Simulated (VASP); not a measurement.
Cs3Pb2S3, 8 atoms in the cell. It takes space group P6/mmm (No. 191, hexagonal). The conventional cell has a = 9.430 Å, b = 9.430 Å, c = 6.904 Å, α = 90.00°, β = 90.00°, γ = 120.00°. Within 4.5 Å of Cs (site symmetry -6m2) lie 2 Pb at 3.45 Å and 6 S at 4.40 Å. Within 3.6 Å of Pb (site symmetry -6m2) lie 3 S at 2.72 Å and 2 Cs at 3.45 Å. S (site symmetry mmm) has 2 Pb at 2.72 Å within 3.6 Å. The cell was built from a structure type or drawn by symmetry, and may not be a known phase.

- Program: VASP 6.6.1
- Task: single point
- Functional: PBE
- Potentials or basis: VASP PAW PBE potentials, release 64 (Cs_sv, Pb_d, S)
- Cutoff: 520 eV
- k mesh: 6 × 6 × 6
- Occupations: gaussian, width 0.1 eV
- Spin: no spin polarisation
- Dipole correction: no
- Further INCAR settings: ALGO = Normal; EDIFF = 1e-06; NBANDS = 46

Potentials or basis: VASP PAW PBE potentials, release 64 (Cs_sv, Pb_d, S).

The run is started by

```bash
$ cat potpaw_PBE.64/Cs_sv/POTCAR potpaw_PBE.64/Pb_d/POTCAR potpaw_PBE.64/S/POTCAR > POTCAR
$ mpirun -np 1 vasp_std > vasp.out
```

Hardware: 1 thread of Intel(R) Xeon(R) 6975P-C (Granite Rapids) (shared host).

Problem. How long does it take, and how much memory?

Solution. Wall time 7.5 min on 1 thread of Intel(R) Xeon(R) 6975P-C (Granite Rapids) (shared host), peak memory 0.96 GiB. Counts: scf iterations 17, k points 28.
